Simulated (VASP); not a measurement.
Sn2Ir, 3 atoms in the cell. Symmetry: Fm-3m, No. 225, cubic system. Conventional cell: a = 6.317 Å, b = 6.317 Å, c = 6.317 Å, α = 90.00°, β = 90.00°, γ = 90.00°. Within 3.6 Å of Sn (site symmetry -43m) lie 4 Ir at 2.74 Å and 6 Sn at 3.16 Å. Within 3.6 Å of Ir (site symmetry m-3m) lie 8 Sn at 2.74 Å. 

```yaml
Program: VASP 6.6.1
Task: single point
Functional: LDA
Potentials_or_basis: VASP PAW LDA potentials, release 64 (Sn_d, Ir)
Cutoff: 520 eV
k_mesh: 10 × 10 × 10
Occupations: fermi-dirac, width 0.03 eV
Spin: no spin polarisation
Dipole_correction: no
Further_INCAR_settings: ALGO = Normal; EDIFF = 1e-06; NBANDS = 26
```

Potentials or basis: VASP PAW LDA potentials, release 64 (Sn_d, Ir).

Command:

```console
$ cat potpaw_LDA.64/Sn_d/POTCAR potpaw_LDA.64/Ir/POTCAR > POTCAR
$ mpirun -np 1 vasp_std > vasp.out
```

Hardware: 1 thread of Intel(R) Xeon(R) Platinum 8559C (Emerald Rapids), on a shared host.

Question: How long does it take, and how much memory?

Answer: Run time: 36 s on 1 thread of Intel(R) Xeon(R) Platinum 8559C (Emerald Rapids) (shared host), peak memory 0.21 GiB. Counts: scf iterations 12, k points 47.
